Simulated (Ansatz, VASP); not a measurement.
# One calculation of LiF, two programs

```
CELL_PARAMETERS angstrom
0.00000 2.01696 2.01696
2.01696 0.00000 2.01696
2.01696 2.01696 0.00000
ATOMIC_POSITIONS crystal
Li 0.00000 0.00000 0.00000
F 0.50000 0.50000 0.50000
```

Change from the starting cell: volume scaled by 0.975.

Alike in both runs: task single point; functional PBE; k mesh 14 × 14 × 14; occupations fermi-dirac, width 0.03 eV; no spin polarisation.

```csv
,VASP,Ansatz
version,VASP 6.6.1,Ansatz 0.2.0
potentials or method,"VASP PAW PBE potentials, release 64 (Li_sv, F), cutoff 520 eV","all-electron LAPW, scalar-relativistic"
```

|  | VASP | Ansatz | Ansatz less VASP |
| --- | --- | --- | --- |
| gap on the k mesh at the Fermi level (eV) | 9.05 | 9.03 | -0.020 |

Ansatz ran all-electron here, and VASP with PAW potentials.

Noted on VASP's run: the cutoff is short for stress, so the pressure is rough.
